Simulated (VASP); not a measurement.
# TiN (Fm-3m) in VASP: a series of runs, part 2 of 2

VASP 6.6.1.

## 3. Single point, PBE, collinear spin (9.96 Å³/atom)

File INCAR:

```
SYSTEM = TiN
ALGO = Normal
EDIFF = 1E-7
ENCUT = 520
GGA = PE
ISIF = 2
ISMEAR = 0
ISPIN = 2
LASPH = .True.
LCHARG = .False.
LMAXMIX = 4
LORBIT = 11
LREAL = .False.
LWAVE = .False.
MAGMOM = 0.875 0
NBANDS = 20
NELM = 150
NUPDOWN = 0.875
PREC = Accurate
SIGMA = 0.15
```

File KPOINTS:

```
k-points
0
Gamma
  20 20 20
  0 0 0
```

File POSCAR:

```
TiN
1.0
    0.0000000000      2.1512702067      2.1512702067
    2.1512702067      0.0000000000      2.1512702067
    2.1512702067      2.1512702067      0.0000000000
Ti N
1 1
Direct
    0.0000000000      0.0000000000      0.0000000000
    0.5000000000      0.5000000000      0.5000000000
```

Potentials or basis: VASP PAW PBE potentials, release 64 (Ti_sv, N).

The run is started by

```console
> cat potpaw_PBE.64/Ti_sv/POTCAR potpaw_PBE.64/N/POTCAR > POTCAR
> mpirun -np 1 vasp_std > vasp.out
```

Run time: 1.8 min. Hardware: 1 thread of AMD EPYC 9R45 (Zen 5), shared host; peak memory 0.24 GiB.

It converged, with:

```yaml
Free_energy: -19.3095 eV
Pressure: -3.8 GPa
Net_moment: 0.88 μB per cell
Site_moments: Ti +0.67; N +0.03 μB
Valence_electrons_inside_the_program's_atomic_spheres: Ti 10.32; N 3.73
```

Caveat: the cell stands under tension; the total moment is fixed, so each spin has its own Fermi level and the state may be an excited one.

## 4. Single point, PBE, collinear spin (9.96 Å³/atom)

File INCAR:

```
PREC     = Accurate       # precision mode
ENCUT    = 520            # plane-wave cutoff, eV
EDIFF    = 1E-6           # SCF threshold, eV
ISMEAR   = 0              # smearing method
SIGMA    = 0.15           # smearing width, eV
LREAL    = F              # projectors in reciprocal space
LASPH    = T              # aspherical terms in the spheres
NELM     = 150            # most SCF steps
ALGO     = Normal         # electronic algorithm
ISIF     = 2              # what is computed and relaxed
LWAVE    = F              # write WAVECAR
LCHARG   = F              # write CHGCAR
ISPIN    = 2              # spin polarisation
MAGMOM   = 0.375 0        # initial moments
LORBIT   = 11             # projections on sites
NUPDOWN  = 0.375          # fixed moment
LMAXMIX  = 4              # l up to which the mixer works
GGA      = PE             # functional
NBANDS   = 20             # bands
```

File KPOINTS:

```
regular mesh
0
Gamma
  20 20 20
```

POSCAR is that of step 3.

Potentials or basis: VASP PAW PBE potentials, release 64 (Ti_sv, N).

The run is started by

```console
> cat potpaw_PBE.64/Ti_sv/POTCAR potpaw_PBE.64/N/POTCAR > POTCAR
> mpirun -np 1 vasp_std > vasp.out
```

OUTCAR:

```text
PREC = Accurate
   ENCUT = 520
   EDIFF = 1E-6
   ISMEAR = 0
   LREAL = F
   LASPH = T
   NELM = 150
   ISIF = 2
   ISPIN = 2
   LORBIT = 11
   NUPDOWN = 0.375
   GGA = PE

 ion  position               nearest neighbor table
   1  0.000  0.000  0.000-   2 2.15   2 2.15   2 2.15   2 2.15   2 2.15   2 2.15
   2  0.500  0.500  0.500-   1 2.15   1 2.15   1 2.15   1 2.15   1 2.15   1 2.15

  LATTYP: Found a face centered cubic cell.
 ALAT       =     4.3025404134

  Lattice vectors:

 A1 = (   0.0000000000,   2.1512702067,   2.1512702067)
 A2 = (   2.1512702067,   0.0000000000,   2.1512702067)
[... 1318 lines left out ...]

 VOLUME and BASIS-vectors are now :
 -----------------------------------------------------------------------------
  energy-cutoff  :      520.00
  volume of cell :       19.91
      direct lattice vectors                 reciprocal lattice vectors
     0.000000000  2.151270207  2.151270207    -0.232420827  0.232420827  0.232420827
     2.151270207  0.000000000  2.151270207     0.232420827 -0.232420827  0.232420827
     2.151270207  2.151270207  0.000000000     0.232420827  0.232420827 -0.232420827

 POSITION                                       TOTAL-FORCE (eV/Angst)
 -----------------------------------------------------------------------------------
      0.00000      0.00000      0.00000         0.000000     -0.000000      0.000000
      2.15127      2.15127      2.15127         0.000000      0.000000     -0.000000
 -----------------------------------------------------------------------------------
    total drift:                                0.000000     -0.000000     -0.000000

  FREE ENERGIE OF THE ION-ELECTRON SYSTEM (eV)
  ---------------------------------------------------
  free  energy   TOTEN  =       -19.5701092974 eV

  energy  without entropy=      -19.5600247968  energy(sigma->0) =      -19.56506705

 total charge

# of ion       s       p       d       tot
------------------------------------------
    1        2.174   6.206   1.926  10.305
    2        1.244   2.482   0.000   3.726
--------------------------------------------------
tot          3.418   8.687   1.926  14.031

 magnetization (x)

# of ion       s       p       d       tot
------------------------------------------
    1        0.003   0.002   0.290   0.294
    2       -0.000   0.013   0.000   0.013
--------------------------------------------------
tot          0.002   0.015   0.290   0.307
```

OSZICAR:

```text
N       E                     dE             d eps       ncg     rms          rms(c)
DAV:   1     0.142419898871E+03    0.14242E+03   -0.76207E+03 20680   0.997E+02
DAV:   2    -0.157659807238E+02   -0.15819E+03   -0.14638E+03 20976   0.298E+02
DAV:   3    -0.245759633195E+02   -0.88100E+01   -0.86754E+01 25660   0.726E+01
DAV:   4    -0.247610686945E+02   -0.18511E+00   -0.18486E+00 23592   0.989E+00
DAV:   5    -0.247642822501E+02   -0.32136E-02   -0.32134E-02 24088   0.118E+00    0.175E+01
DAV:   6    -0.200258097112E+02    0.47385E+01   -0.84425E+00 29200   0.420E+01    0.709E+00
DAV:   7    -0.196210298086E+02    0.40478E+00   -0.14675E+00 24632   0.136E+01    0.469E+00
DAV:   8    -0.198488850335E+02   -0.22786E+00   -0.86032E-01 28648   0.125E+01    0.557E+00
DAV:   9    -0.195758458331E+02    0.27304E+00   -0.31658E-01 24376   0.784E+00    0.117E+00
DAV:  10    -0.195741035080E+02    0.17423E-02   -0.18936E-02 24508   0.120E+00    0.654E-01
DAV:  11    -0.195704355775E+02    0.36679E-02   -0.30967E-03 26096   0.758E-01    0.182E-01
DAV:  12    -0.195701432595E+02    0.29232E-03   -0.42691E-04 27808   0.208E-01    0.957E-02
DAV:  13    -0.195701120547E+02    0.31205E-04   -0.56980E-05 24292   0.753E-02    0.263E-02
DAV:  14    -0.195701093175E+02    0.27371E-05   -0.50868E-06 24980   0.240E-02    0.944E-03
DAV:  15    -0.195701092974E+02    0.20140E-07   -0.10718E-06 14976   0.119E-02
   1 F= -.19570109E+02 E0= -.19565067E+02  d E =-.100845E-01  mag=     0.3750
```

Run time: 91 s. Hardware: 1 thread of AMD EPYC 9R45 (Zen 5), shared host; peak memory 0.24 GiB.

What came out:

* Free energy: -19.5701 eV
* Pressure: -8.5 GPa
* Net moment: 0.38 μB per cell
* Site moments: Ti +0.29; N +0.01 μB
* Valence electrons inside the program's atomic spheres: Ti 10.30; N 3.73

Caveat: the cell stands under tension; the total moment is fixed, so each spin has its own Fermi level and the state may be an excited one.

## 5. Single point, PBE, collinear spin (9.96 Å³/atom)

File INCAR:

```
SYSTEM = TiN
  ALGO = Normal
  EDIFF = 1E-6
  ENCUT = 520
  GGA = PE
  ISIF = 2
  ISMEAR = 0
  ISPIN = 2
  LASPH = .True.
  LCHARG = .True.
  LELF = .True.
  LMAXMIX = 4
  LORBIT = 11
  LREAL = .False.
  LVHAR = .True.
  LWAVE = .False.
  MAGMOM = 0.125 0
  NBANDS = 20
  NELM = 150
  NUPDOWN = 0.125
  PREC = Accurate
  SIGMA = 0.15
```

File KPOINTS:

```
k-points
0
Gamma
  20 20 20
  0 0 0
```

POSCAR is that of step 4.

The run is started by

```console
> cat potpaw_PBE.64/Ti_sv/POTCAR potpaw_PBE.64/N/POTCAR > POTCAR
> mpirun -np 1 vasp_std > vasp.out
```

Wall time 98 s (1 thread of AMD EPYC 9R45 (Zen 5), shared host); peak memory 0.24 GiB.

The run converged. Its results:

```yaml
Free_energy: -19.6145 eV
Pressure: -9.4 GPa
Net_moment: 0.12 μB per cell
Site_moments: Ti +0.10; N +0.00 μB
Valence_electrons_inside_the_program's_atomic_spheres: Ti 10.30; N 3.72
```

Caveat: the cell stands under tension; the total moment is fixed, so each spin has its own Fermi level and the state may be an excited one.

## 6. Summary

```csv
fixed moment (μB),pressure (GPa),moment (μB)
0.5,-7.7,0.50
0.875,-3.8,0.88
0.375,-8.5,0.38
0.125,-9.4,0.12
```

Alike in all rows: task single point; level PBE; potentials or basis VASP PAW PBE potentials, release 64 (Ti_sv, N); spin collinear; cell as given; k mesh 20 × 20 × 20; cutoff (eV) 520; smearing gaussian 0.15 eV.

Caveats: the cell stands under tension; the total moment is fixed, so each spin has its own Fermi level and the state may be an excited one.

Total energies depend on the potentials used, so only differences within one code and one set of settings carry meaning.
